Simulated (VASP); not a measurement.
Input of a VASP 6.6.1 run:

File INCAR:

```
  ALGO = Normal
  EDIFF = 1E-8
  ENCUT = 600
  IBRION = 6
  ISIF = 3
  ISMEAR = -1
  LASPH = True
  LCHARG = False
  LREAL = False
  LWAVE = False
  NELM = 60
  NFREE = 2
  NSW = 1
  POTIM = 0.015
  PREC = Accurate
  SIGMA = 0.15
```

The input KPOINTS:

```
k-points
0
Gamma
  24 24 24
```

POSCAR

```
TiN
1.0
    0.0000000000      2.0866062229      2.0866062229
    2.0866062229      0.0000000000      2.0866062229
    2.0866062229      2.0866062229      0.0000000000
Ti N
1 1
Direct
    0.0000000000      0.0000000000      0.0000000000
    0.5000000000      0.5000000000      0.5000000000
```

Potentials or basis: VASP PAW LDA potentials, release 64 (Ti_sv, N).

Launch:

```console
$ cat potpaw_LDA.64/Ti_sv/POTCAR potpaw_LDA.64/N/POTCAR > POTCAR
$ mpirun -np 1 vasp_std > vasp.out
```

Question: Estimate the elastic constants C11, C12, C44.

Answer: 692, 132, 177 GPa.

Question: Predict the Voigt bulk modulus.

Answer: 319 GPa.

Question: Predict the highest phonon frequency at Γ.

Answer: 552 cm⁻¹.

Phonon frequencies in cm⁻¹ (negative: imaginary):
```tsv
q point	frequencies
(0.000, 0.000, 0.000)	0 0 0 552 552 552
```
